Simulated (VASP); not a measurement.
# Ru (Im-3m) in VASP: a series of runs, part 2 of 2

VASP 6.6.1. Earlier steps stand in the parts before.

## 5. Single point, r2SCAN (15.62 Å³/atom)

This run uses another cell than the first one, of 15.62 Å³/atom.

The input, POSCAR:

```
Ru
1.0
   -1.5746256549      1.5746256549      1.5746256549
    1.5746256549     -1.5746256549      1.5746256549
    1.5746256549      1.5746256549     -1.5746256549
Ru
1
Direct
    0.0000000000      0.0000000000      0.0000000000
```

The input, INCAR.step1:

```
SYSTEM = Ru
PREC = Accurate ; ENCUT = 520
ISMEAR = -1 ; SIGMA = 0.1
LREAL = .FALSE. ; LASPH = .TRUE.
NELM = 60 ; NBANDS = 13
GGA = PE ; ALGO = Normal
EDIFF = 1E-4 ; LWAVE = .TRUE.
LCHARG = .FALSE.
```

The input, INCAR.step2:

```
SYSTEM = Ru
PREC = Accurate ; ENCUT = 520
EDIFF = 1E-6 ; ISMEAR = -1
SIGMA = 0.1 ; LREAL = .FALSE.
LASPH = .TRUE. ; NELM = 60
ALGO = Normal ; ISIF = 2
LWAVE = .FALSE. ; LCHARG = .FALSE.
METAGGA = R2SCAN ; LMIXTAU = .TRUE.
NBANDS = 13 ; ISTART = 1
```

The input, KPOINTS:

```
Automatic mesh
0
G
  16 16 16
  0 0 0
```

Potentials or basis: VASP PAW PBE potentials, release 64 (Ru_pv).

Started as:

```sh
> cat potpaw_PBE.64/Ru_pv/POTCAR > POTCAR
> cp INCAR.step1 INCAR
> mpirun -np 1 vasp_std > vasp.out
> cp INCAR.step2 INCAR
> mpirun -np 1 vasp_std > vasp.out
```

OUTCAR:

```text
SYSTEM = Ru
   PREC = Accurate
   ENCUT = 520
   EDIFF = 1E-6
   ISMEAR = -1
   LREAL = .FALSE.
   LASPH = .TRUE.
   NELM = 60
   ISIF = 2
   METAGGA = R2SCAN
   ISTART = 1

 ion  position               nearest neighbor table
   1  0.000  0.000  0.000-

  LATTYP: Found a body centered cubic cell.
 ALAT       =     3.1492513098

  Lattice vectors:

 A1 = (  -1.5746256549,   1.5746256549,   1.5746256549)
 A2 = (   1.5746256549,  -1.5746256549,   1.5746256549)
 A3 = (   1.5746256549,   1.5746256549,  -1.5746256549)

Analysis of symmetry for initial positions (statically):
=====================================================================
 Subroutine PRICEL returns:
 Original cell was already a primitive cell.

 Routine SETGRP: Setting up the symmetry group for a
 body centered cubic supercell.

 Subroutine GETGRP returns: Found 48 space group operations
 (whereof 48 operations were pure point group operations)
 out of a pool of 48 trial point group operations.

The static configuration has the point symmetry O_h .

Analysis of symmetry for dynamics (positions and initial velocities):
=====================================================================
 Subroutine PRICEL returns:
 Original cell was already a primitive cell.

 Routine SETGRP: Setting up the symmetry group for a
 body centered cubic supercell.

 Subroutine GETGRP returns: Found 48 space group operations
 (whereof 48 operations were pure point group operations)
 out of a pool of 48 trial point group operations.

The dynamic configuration has the point symmetry O_h .

 Subroutine INISYM returns: Found 48 space group operations
 (whereof 48 operations are pure point group operations),
 and found     1 'primitive' translations

[... 115 lines left out ...]
  Thomas-Fermi vector in A             =   2.679049
   LORBIT       =      0    0 simple, 1 ext, 2 COOP (PROOUT), +10 PAW based schemes
   METAGGA = R2SCAN    functional components
   LHFCALC =     F    Hartree Fock is set to
   AEXX    =    0.0000 exact exchange contribution
   IVDW    =     0    specifies the selected vdW correction
   LEPSILON=     F    determine dielectric tensor
   LRPA    =     F    only Hartree local field effects (RPA)
 non-spin polarized calculation
  energy-cutoff  :      520.00
  volume of cell :       15.62
 maximum number of plane-waves:       434
   NGX = 11   NGY = 11   NGZ = 11

 number of electron      13.9999993 magnetization

 Free energy of the ion-electron system (eV)
  ---------------------------------------------------
  ext. energy  EPLUGINS =         0.00000000
  ---------------------------------------------------
  free energy    TOTEN  =       -24.66436654 eV

  energy without entropy =      -24.59037090  energy(sigma->0) =      -24.62736872

 E-fermi :  10.4887     XC(G=0): -14.4171

 val. band max:       10.4862034897   @ k =   0.1250   0.1250   0.0625
 cond. band min:      10.4892395883   @ k =   0.3750   0.1250   0.0625
 fundamental gap:      0.0030360986
 Fermi energy:        10.4887270289

 k-point     1 :       0.0000    0.0000    0.0000
  band No.  band energies     occupation
      1     -33.3951      2.00000
      2     -33.3951      2.00000
      3     -33.3951      2.00000
      4       2.8322      2.00000
      5       7.9574      2.00000
      6       7.9574      2.00000
      7       7.9575      2.00000
      8      10.4449      1.21581
      9      10.4449      1.21581
     10      18.9562      0.00000
     11      28.2968      0.00000
     12      28.2968      0.00000
     13      28.2968      0.00000
[... 354 lines left out ...]
  band No.  band energies     occupation
      1     -33.9662      2.00000
      2     -33.6328      2.00000
      3     -33.4565      2.00000
      4       5.8289      2.00000
      5       6.8739      2.00000
      6       7.8366      2.00000
      7       9.9981      1.98530
      8      10.9221      0.02591
      9      13.0519      0.00000
     10      18.9563      0.00000
     11      23.3397      0.00000
     12      24.7637      0.00000
     13      28.6560      0.00000

 [... further k-points ...]

------------------------ aborting loop because EDIFF is reached ----------------------------------------

  FORCE on cell =-STRESS in cart. coord.  units (eV):
  Direction    XX          YY          ZZ          XY          YZ          ZX
  --------------------------------------------------------------------------------------
  -------------------------------------------------------------------------------------
  Total       -2.4532672     -2.4532672     -2.4532672     -0.0000000     -0.0000000      0.0000000
  in kB     -251.6885549   -251.6885549   -251.6885549     -0.0000000     -0.0000000      0.0000000
  external PRESSURE =    -251.6885549 kB  Pullay stress =       0.0000000 kB

 VOLUME and BASIS-vectors are now :
 -----------------------------------------------------------------------------
  energy-cutoff  :      520.00
  volume of cell :       15.62
      direct lattice vectors                 reciprocal lattice vectors
    -1.574625655  1.574625655  1.574625655     0.000000000  0.317535789  0.317535789
     1.574625655 -1.574625655  1.574625655     0.317535789  0.000000000  0.317535789
     1.574625655  1.574625655 -1.574625655     0.317535789  0.317535789  0.000000000

 POSITION                                       TOTAL-FORCE (eV/Angst)
 -----------------------------------------------------------------------------------
      0.00000      0.00000      0.00000        -0.000000      0.000000      0.000000
 -----------------------------------------------------------------------------------
    total drift:                                0.000000     -0.000000      0.000000

  FREE ENERGIE OF THE ION-ELECTRON SYSTEM (eV)
  ---------------------------------------------------
  free  energy   TOTEN  =       -24.6643665411 eV

  energy  without entropy=      -24.5903709021  energy(sigma->0) =      -24.62736872
```

Run time: 83 s. Hardware: 1 thread of Intel Xeon 8259CL, shared host; peak memory 0.15 GiB.

Results:

```yaml
Free_energy: -24.6644 eV
Pressure: -25.2 GPa
Band_gap_on_the_k_mesh: zero (bands 7 and 8 overlap by 2.97 eV)
```

Levels at points of the mesh, in eV from the Fermi level:
| k point | band 3 | band 4 | band 5 | band 6 | band 7 | band 8 | band 9 | band 10 | band 11 | band 12 |
| --- | --- | --- | --- | --- | --- | --- | --- | --- | --- | --- |
| (0.00, 0.00, 0.00) | -43.88 | -7.66 | -2.53 | -2.53 | -2.53 | -0.04 | -0.04 | 8.47 | 17.81 | 17.81 |
| (0.50, 0.00, 0.00) | -43.88 | -5.58 | -4.08 | -0.11 | 0.33 | 1.15 | 2.03 | 8.47 | 9.33 | 14.06 |
| (0.50, 0.50, 0.50) | -44.41 | -5.53 | -5.53 | 1.52 | 1.52 | 1.52 | 8.47 | 9.14 | 9.14 | 9.14 |

Caveat: the cell stands under tension; an empty level that is flat over the whole mesh can mark a ghost state of the potentials, or a narrow d or f band; the PAW data sets were made with another functional, which shifts forces and pressure a little.

## 6. Single point, r2SCAN

This run uses another cell than the first one, of 13.94 Å³/atom.

The input, POSCAR:

```
Ru
1.0
   -1.5162517511      1.5162517511      1.5162517511
    1.5162517511     -1.5162517511      1.5162517511
    1.5162517511      1.5162517511     -1.5162517511
Ru
1
Direct
    0.0000000000      0.0000000000      0.0000000000
```

The input, INCAR.step1:

```
SYSTEM = Ru
PREC     = Accurate       ! precision mode
ENCUT    = 520            ! plane-wave cutoff, eV
ISMEAR   = -1             ! smearing method
SIGMA    = 0.1            ! smearing width, eV
LREAL    = .False.        ! projectors in reciprocal space
LASPH    = .True.         ! aspherical terms in the spheres
NELM     = 100            ! most SCF steps
NBANDS   = 13             ! bands
GGA      = PE             ! functional
ALGO     = Normal         ! electronic algorithm
EDIFF    = 1E-4           ! SCF threshold, eV
LWAVE    = .True.         ! write WAVECAR
LCHARG   = .False.        ! write CHGCAR
```

The input, INCAR.step2:

```
SYSTEM = Ru
PREC     = Accurate       ! precision mode
ENCUT    = 520            ! plane-wave cutoff, eV
EDIFF    = 1E-6           ! SCF threshold, eV
ISMEAR   = -1             ! smearing method
SIGMA    = 0.1            ! smearing width, eV
LREAL    = .False.        ! projectors in reciprocal space
LASPH    = .True.         ! aspherical terms in the spheres
NELM     = 100            ! most SCF steps
ALGO     = Normal         ! electronic algorithm
ISIF     = 2              ! what is computed and relaxed
LWAVE    = .False.        ! write WAVECAR
LCHARG   = .True.         ! write CHGCAR
METAGGA  = R2SCAN         ! meta-GGA
LMIXTAU  = .True.       
LELF     = .True.         ! ELF
LVHAR    = .True.       
NBANDS   = 13             ! bands
ISTART   = 1
```

The input, KPOINTS:

```
regular mesh
0
Gamma
  24 24 24
  0 0 0
```

Potentials or basis: VASP PAW PBE potentials, release 64 (Ru_pv).

Started as:

```sh
> cat potpaw_PBE.64/Ru_pv/POTCAR > POTCAR
> cp INCAR.step1 INCAR
> mpirun -np 1 vasp_std > vasp.out
> cp INCAR.step2 INCAR
> mpirun -np 1 vasp_std > vasp.out
```

OUTCAR:

```text
SYSTEM = Ru
   PREC = Accurate
   ENCUT = 520
   EDIFF = 1E-6
   ISMEAR = -1
   LREAL = .False.
   LASPH = .True.
   NELM = 100
   ISIF = 2
   METAGGA = R2SCAN
   ISTART = 1

 ion  position               nearest neighbor table
   1  0.000  0.000  0.000-

  LATTYP: Found a body centered cubic cell.
 ALAT       =     3.0325035022

  Lattice vectors:

 A1 = (  -1.5162517511,   1.5162517511,   1.5162517511)
 A2 = (   1.5162517511,  -1.5162517511,   1.5162517511)
 A3 = (   1.5162517511,   1.5162517511,  -1.5162517511)

Analysis of symmetry for initial positions (statically):
=====================================================================
 Subroutine PRICEL returns:
 Original cell was already a primitive cell.

 Routine SETGRP: Setting up the symmetry group for a
 body centered cubic supercell.

 Subroutine GETGRP returns: Found 48 space group operations
 (whereof 48 operations were pure point group operations)
 out of a pool of 48 trial point group operations.

The static configuration has the point symmetry O_h .

Analysis of symmetry for dynamics (positions and initial velocities):
=====================================================================
 Subroutine PRICEL returns:
 Original cell was already a primitive cell.

 Routine SETGRP: Setting up the symmetry group for a
 body centered cubic supercell.

 Subroutine GETGRP returns: Found 48 space group operations
 (whereof 48 operations were pure point group operations)
 out of a pool of 48 trial point group operations.

The dynamic configuration has the point symmetry O_h .

 Subroutine INISYM returns: Found 48 space group operations
 (whereof 48 operations are pure point group operations),
 and found     1 'primitive' translations

[... 115 lines left out ...]
  Thomas-Fermi vector in A             =   2.730132
   LORBIT       =      0    0 simple, 1 ext, 2 COOP (PROOUT), +10 PAW based schemes
   METAGGA = R2SCAN    functional components
   LHFCALC =     F    Hartree Fock is set to
   AEXX    =    0.0000 exact exchange contribution
   IVDW    =     0    specifies the selected vdW correction
   LEPSILON=     F    determine dielectric tensor
   LRPA    =     F    only Hartree local field effects (RPA)
 non-spin polarized calculation
  energy-cutoff  :      520.00
  volume of cell :       13.94
 maximum number of plane-waves:       394
   NGX =  9   NGY =  9   NGZ =  9

 number of electron      13.9999999 magnetization

 Free energy of the ion-electron system (eV)
  ---------------------------------------------------
  ext. energy  EPLUGINS =         0.00000000
  ---------------------------------------------------
  free energy    TOTEN  =       -24.80626796 eV

  energy without entropy =      -24.74768503  energy(sigma->0) =      -24.77697650

 E-fermi :  12.4295     XC(G=0): -15.2007

 val. band max:       12.4214128892   @ k =  -0.4167  -0.4167   0.1667
 cond. band min:      12.4308791685   @ k =   0.0833   0.0833   0.0000
 fundamental gap:      0.0094662793
 Fermi energy:        12.4295135360

 k-point     1 :       0.0000    0.0000    0.0000
  band No.  band energies     occupation
      1     -31.5104      2.00000
      2     -31.5104      2.00000
      3     -31.5104      2.00000
      4       4.0570      2.00000
      5       9.4539      2.00000
      6       9.4539      2.00000
      7       9.4539      2.00000
      8      12.3533      1.36384
      9      12.3533      1.36384
     10      20.8640      0.00000
     11      30.3820      0.00000
     12      30.3820      0.00000
     13      30.3820      0.00000
[... 354 lines left out ...]
  band No.  band energies     occupation
      1     -32.5661      2.00000
      2     -31.8627      2.00000
      3     -31.5228      2.00000
      4       6.0013      2.00000
      5       7.6416      2.00000
      6      12.2824      1.62660
      7      12.5405      0.49587
      8      13.5690      0.00002
      9      15.2026      0.00000
     10      20.8640      0.00000
     11      23.2157      0.00000
     12      26.7684      0.00000
     13      31.5871      0.00000

 [... further k-points ...]

------------------------ aborting loop because EDIFF is reached ----------------------------------------

  FORCE on cell =-STRESS in cart. coord.  units (eV):
  Direction    XX          YY          ZZ          XY          YZ          ZX
  --------------------------------------------------------------------------------------
  -------------------------------------------------------------------------------------
  Total        0.1263066      0.1263066      0.1263066     -0.0000000     -0.0000000      0.0000000
  in kB       14.5131864     14.5131864     14.5131864     -0.0000000     -0.0000000      0.0000000
  external PRESSURE =      14.5131864 kB  Pullay stress =       0.0000000 kB

 VOLUME and BASIS-vectors are now :
 -----------------------------------------------------------------------------
  energy-cutoff  :      520.00
  volume of cell :       13.94
      direct lattice vectors                 reciprocal lattice vectors
    -1.516251751  1.516251751  1.516251751     0.000000000  0.329760542  0.329760542
     1.516251751 -1.516251751  1.516251751     0.329760542  0.000000000  0.329760542
     1.516251751  1.516251751 -1.516251751     0.329760542  0.329760542  0.000000000

 POSITION                                       TOTAL-FORCE (eV/Angst)
 -----------------------------------------------------------------------------------
      0.00000      0.00000      0.00000        -0.000000     -0.000000      0.000000
 -----------------------------------------------------------------------------------
    total drift:                                0.000000     -0.000000      0.000000

  FREE ENERGIE OF THE ION-ELECTRON SYSTEM (eV)
  ---------------------------------------------------
  free  energy   TOTEN  =       -24.8062679618 eV

  energy  without entropy=      -24.7476850289  energy(sigma->0) =      -24.77697650
```

OUTCAR.step1:

```text
SYSTEM = Ru
   PREC = Accurate
   ENCUT = 520
   ISMEAR = -1
   LREAL = .False.
   LASPH = .True.
[... 600 lines left out ...]
 -----------------------------------------------------------------------------------
      0.00000      0.00000      0.00000        -0.000000     -0.000000     -0.000000
 -----------------------------------------------------------------------------------
    total drift:                                0.000000     -0.000000      0.000000

  FREE ENERGIE OF THE ION-ELECTRON SYSTEM (eV)
  ---------------------------------------------------
  free  energy   TOTEN  =        -8.6357676711 eV

  energy  without entropy=       -8.5728425329  energy(sigma->0) =       -8.60430510
```

OSZICAR.step1:

```text
N       E                     dE             d eps       ncg     rms          rms(c)
DAV:   1     0.105446279137E+03    0.10545E+03   -0.84389E+03 10838   0.114E+03
DAV:   2    -0.799821158709E+01   -0.11344E+03   -0.10907E+03 11673   0.323E+02
DAV:   3    -0.923081748910E+01   -0.12326E+01   -0.12274E+01 12128   0.369E+01
DAV:   4    -0.923439997429E+01   -0.35825E-02   -0.35824E-02 11653   0.214E+00
DAV:   5    -0.923442415045E+01   -0.24176E-04   -0.24177E-04 12106   0.159E-01    0.126E+01
DAV:   6    -0.867647258478E+01    0.55795E+00   -0.96668E-01 11078   0.125E+01    0.393E+00
DAV:   7    -0.863935189701E+01    0.37121E-01   -0.69394E-02 12078   0.309E+00    0.122E+00
DAV:   8    -0.863596456246E+01    0.33873E-02   -0.53070E-03 10923   0.970E-01    0.170E-01
DAV:   9    -0.863576624724E+01    0.19832E-03   -0.13415E-04  7357   0.162E-01    0.217E-02
DAV:  10    -0.863576767110E+01   -0.14239E-05   -0.57296E-06  5489   0.308E-02
   1 F= -.86357677E+01 E0= -.86043051E+01  d E =-.629251E-01
```

Wall time 3.4 min (1 thread of Intel Xeon 8259CL, shared host); peak memory 0.19 GiB.

What came out:

| Quantity | Value |
| --- | --- |
| Free energy | -24.8063 eV |
| Pressure | 1.5 GPa |
| Band gap on the k mesh | zero (bands 7 and 8 overlap by 3.81 eV) |

Caveat: an empty level that is flat over the whole mesh can mark a ghost state of the potentials, or a narrow d or f band; the PAW data sets were made with another functional, which shifts forces and pressure a little.

## 7. Overview

```tsv
cell	k mesh	gap on the mesh (eV)	pressure (GPa)
a = 2.591 Å, angles 109.5°, 1 atom	16 × 16 × 16	none	15.6
a = 2.661 Å, angles 109.5°, 1 atom	16 × 16 × 16	none	-9.5
a = 2.694 Å, angles 109.5°, 1 atom	16 × 16 × 16	none	-18.3
a = 2.727 Å, angles 109.5°, 1 atom	16 × 16 × 16	none	-25.2
a = 2.626 Å, angles 109.5°, 1 atom	24 × 24 × 24	none	1.5
```

Alike in all rows: task single point; level r2SCAN; potentials or basis VASP PAW PBE potentials, release 64 (Ru_pv); no spin polarisation; cutoff (eV) 520; smearing fermi-dirac 0.1 eV.

Caveats: an empty level that is flat over the whole mesh can mark a ghost state of the potentials, or a narrow d or f band; the PAW data sets were made with another functional, which shifts forces and pressure a little; the cell stands under tension (at least some runs); the cell stands under pressure (at least some runs).

Total energies depend on the potentials used, so only differences within one code and one set of settings carry meaning.
